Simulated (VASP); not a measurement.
Here is a VASP 6.6.1 calculation.

The input INCAR:

```
  PREC = Accurate
  ENCUT = 520
  EDIFF = 1E-6
  ISMEAR = -1
  SIGMA = 0.05
  LREAL = False
  LASPH = True
  NELM = 80
  ALGO = Normal
  ISIF = 2
  LWAVE = False
  LCHARG = False
  NBANDS = 13
```

The input KPOINTS:

```
Automatic mesh
0
Gamma
  14 14 14
```

POSCAR

```
W
1.0
    0.0406000000      2.0503000000      2.0503000000
    2.0503000000      0.0406000000      2.0503000000
    2.0503000000      2.0503000000      0.0406000000
W
1
Direct
    0.0000000000      0.0000000000      0.0000000000
```

Potentials or basis: VASP PAW LDA potentials, release 64 (W_sv).

Run with:

```bash
$ cat potpaw_LDA.64/W_sv/POTCAR > POTCAR
$ mpirun -np 1 vasp_std > vasp.out
```

Task: What does it give for the band gap on the k mesh?

Result: Zero (band 7 reaches 13.18 eV, above the bottom of band 8 at 9.66 eV).

Task: What does it give for the pressure?

Result: -16.0 GPa.

Stress tensor (GPa, compression positive):
```
-16.03   1.45   1.45
  1.45 -16.03   1.45
  1.45   1.45 -16.03
```

Caveat: the cell differs from its parent crystal (equal xy, yz and zx shear strains of +2 %); spin-orbit coupling is left out, which moves the levels of the heavy elements.
